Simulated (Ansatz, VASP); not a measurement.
## One calculation of Pd, two programs

INCAR

```
SYSTEM = Pd
PREC     = Accurate       ! precision mode
ENCUT    = 520            ! plane-wave cutoff, eV
EDIFF    = 1E-6           ! SCF threshold, eV
ISMEAR   = 1              ! smearing method
SIGMA    = 0.3            ! smearing width, eV
LREAL    = .FALSE.        ! projectors in reciprocal space
LASPH    = .TRUE.         ! aspherical terms in the spheres
NELM     = 150            ! most SCF steps
ALGO     = Normal         ! electronic algorithm
ISIF     = 2              ! what is computed and relaxed
LWAVE    = .FALSE.        ! write WAVECAR
LCHARG   = .FALSE.        ! write CHGCAR
ISPIN    = 2              ! spin polarisation
MAGMOM   = 0.5            ! initial moments
LORBIT   = 11             ! projections on sites
LMAXMIX  = 4              ! l up to which the mixer works
GGA      = CA             ! functional
NBANDS   = 15             ! bands
```

Contents of KPOINTS:

```
Automatic mesh
0
G
  14 14 14
  0 0 0
```

POSCAR

```
Pd
1.0
    0.0000000000      1.9202771092      1.9202771092
    1.9202771092      0.0000000000      1.9202771092
    1.9202771092      1.9202771092      0.0000000000
Pd
1
Direct
    0.0000000000      0.0000000000      0.0000000000
```

Input for Ansatz:

```yaml
crystal:
  lattice:
    - [0.0, 1.9202771092, 1.9202771092]
    - [1.9202771092, 0.0, 1.9202771092]
    - [1.9202771092, 1.9202771092, 0.0]
  atoms:
    - { symbol: Pd, position: [0.0, 0.0, 0.0], spin: 0.5 }
hamiltonian:
  xc: lda
  pseudopotentials:
    kind: paw
    azcp:
      Pd: "pseudopotentials/Pd.paw.azcp"
basis:
  ecutwfc: 420
  fft_grid_basis: typed
kpoints:
  mp_grid: { grid: [14, 14, 14], shift: [0, 0, 0] }
magnetization:
  spin_polarized: true
scf:
  occupations: { method: methfessel_paxton, width: 0.3 }
  lower_state_search: "off"
output:
  stress: true
  write_density: true
  write_potential: true
  elf: true
  volumetric_format: npy
```

Alike in both runs: task single point; functional LDA; k mesh 14 × 14 × 14; occupations methfessel-paxton of order 1, width 0.3 eV; collinear spin.

```csv
,VASP,Ansatz
version,VASP 6.6.1,Ansatz 0.2.0
potentials or method,"VASP PAW LDA potentials, release 64 (Pd), cutoff 520 eV","plane waves (420 eV) with PAW, scalar-relativistic"
valence electrons in the cell,10,18
```

Ansatz gave:

* pressure (GPa): 0.0
* net moment per atom (μB): 0.00

**Question.** Estimate VASP's values.

**Answer.** Pressure (GPa): 0.3; net moment per atom (μB): 0.00.

Ansatz warns that its potentials were made for another functional, while VASP's fit it. LDA's correlation is that of Perdew and Zunger in VASP and of Perdew and Wang (1992) in Ansatz. VASP's potentials hold 10 valence electrons a cell and Ansatz's 18, so a difference there can come from the potentials and not from the codes. Ansatz's warnings: seeded moment not kept, stability check not made.
